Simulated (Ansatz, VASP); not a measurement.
**SnTe: VASP beside Ansatz**

```xyz
2
Lattice="0.0000 3.2041 3.2041 3.2041 0.0000 3.2041 3.2041 3.2041 0.0000" Properties=species:S:1:pos:R:3 pbc="T T T"
Sn    0.0000    0.0000    0.0000
Te    3.2041    3.2041    3.2041
```

Alike in both runs: functional PBE; k mesh 12 × 12 × 12; occupations fermi-dirac, width 0.1 eV; no spin polarisation.

Ansatz relaxed the structure, and its values are those at the end. VASP's run is a single point on that final structure, the one shown.

|  | VASP | Ansatz |
| --- | --- | --- |
| version | VASP 6.6.1 | Ansatz 0.2.0 |
| potentials or method | VASP PAW PBE potentials, release 64 (Sn_d, Te) | PAW with Ansatz's default frozen-core files, scalar-relativistic |
| plane-wave cutoff (eV) | 520 | 420 |
| valence electrons in the cell | 20 | 30 |

```csv
,VASP,Ansatz,Ansatz less VASP
pressure (GPa),0.0,0.0,+0.06
```

VASP's potentials hold 20 valence electrons a cell and Ansatz's 30, so a difference there can come from the potentials and not from the codes.

Spin-orbit coupling is off throughout.
